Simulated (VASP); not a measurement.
Write the native input for VASP 6.6.1 that does the following.

```yaml
Task: single point
Functional: PBE
Dispersion: D3(BJ)
Potentials_or_basis: VASP PAW PBE potentials, release 64 (Mn_pv, S)
Cutoff: 520 eV
k_mesh: 14 × 14 × 14
Occupations: gaussian, width 0.1 eV
Spin: collinear spin, ferromagnetic start
Starting_moments: "[4.63, 0.14] μB"
Dipole_correction: no
Further_INCAR_settings: ALGO = Normal; EDIFF = 1e-06; NBANDS = 20
```

The structure of MnS lies in POSCAR:

```
MnS
1.0
    0.0000000000      2.7585694823      2.7585694823
    2.7585694823      0.0000000000      2.7585694823
    2.7585694823      2.7585694823      0.0000000000
Mn S
1 1
Direct
    0.0000000000      0.0000000000      0.0000000000
    0.2500000000      0.2500000000      0.2500000000
```

The input as run:

INCAR

```
SYSTEM = MnS
ALGO = Normal
EDIFF = 1E-6
ENCUT = 520
GGA = PE
ISIF = 2
ISMEAR = 0
ISPIN = 2
IVDW = 12
LASPH = .True.
LCHARG = .False.
LMAXMIX = 4
LORBIT = 11
LREAL = .False.
LWAVE = .False.
MAGMOM = 4.63 0.14
NBANDS = 20
NELM = 150
PREC = Accurate
SIGMA = 0.1
```

KPOINTS

```
k-points
0
Gamma
  14 14 14
  0 0 0
```

Potentials or basis: VASP PAW PBE potentials, release 64 (Mn_pv, S).

Launch:

```console
$ cat potpaw_PBE.64/Mn_pv/POTCAR potpaw_PBE.64/S/POTCAR > POTCAR
$ mpirun -np 1 vasp_std > vasp.out
```

It gave:

```yaml
Pressure: 0.1 GPa
Net_moment: 4.78 μB per cell
Site_moments: Mn +4.23; S +0.07 μB
Valence_electrons_inside_the_program's_atomic_spheres: Mn 11.42; S 3.77
Dispersion_energy_per_atom: -0.342 eV
```

Caveat: a cell with one magnetic atom can't hold antiferromagnetic order, which such compounds often take; pairwise dispersion overbinds metals, which lowers pressure and volume.

Run time: 120 s on 1 thread of Oxide Virtual Turin-like Processor (shared host), peak memory 0.25 GiB.
